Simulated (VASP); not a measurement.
Set up this calculation in VASP 6.6.1, as the native input.

```
Task                   : single point
Functional             : PBE
Potentials or basis    : VASP PAW PBE potentials, release 64 (B, N)
Cutoff                 : 520 eV
k mesh                 : 6 × 6 × 10
Occupations            : gaussian, width 0.05 eV
Spin                   : no spin polarisation
Dipole correction      : no
Further INCAR settings : ALGO = Normal; EDIFF = 1e-06; NBANDS = 26
```

The structure of BN lies in POSCAR:

```
BN
1.0
    4.4559000000      0.0000000000      0.0000000000
    0.0000000000      4.4559000000      0.0000000000
    0.0000000000      0.0000000000      2.7786000000
B N
4 4
Direct
    0.1742811368      0.8257188632      0.5000000000
    0.3257188632      0.3257188632      0.0000000000
    0.6742811368      0.6742811368      0.0000000000
    0.8257188632      0.1742811368      0.5000000000
    0.8126115048      0.8126115048      0.5000000000
    0.3126115048      0.6873884952      0.0000000000
    0.6873884952      0.3126115048      0.0000000000
    0.1873884952      0.1873884952      0.5000000000
```

One way to write it, as run:

INCAR

```
PREC = Accurate ; ENCUT = 520
EDIFF = 1E-6 ; ISMEAR = 0
SIGMA = 0.05 ; LREAL = False
LASPH = True ; NELM = 80
ALGO = Normal ; ISIF = 2
LWAVE = False ; LCHARG = False
GGA = PE ; NBANDS = 26
```

KPOINTS

```
regular mesh
0
Gamma
  6 6 10
```

Potentials or basis: VASP PAW PBE potentials, release 64 (B, N).

Launch:

```console
$ cat potpaw_PBE.64/B/POTCAR potpaw_PBE.64/N/POTCAR > POTCAR
$ mpirun -np 1 vasp_std > vasp.out
```

It gave:

```json
{"Pressure": "-29.4 GPa", "Largest force": "0.190 eV/Å", "Band gap on the k mesh": "4.70 eV, direct"}
```

It took 58 s on 1 thread of Intel(R) Xeon(R) Platinum 8259CL CPU @ 2.50GHz (Skylake/Cascade Lake), with other jobs on the host, peak memory 0.21 GiB.
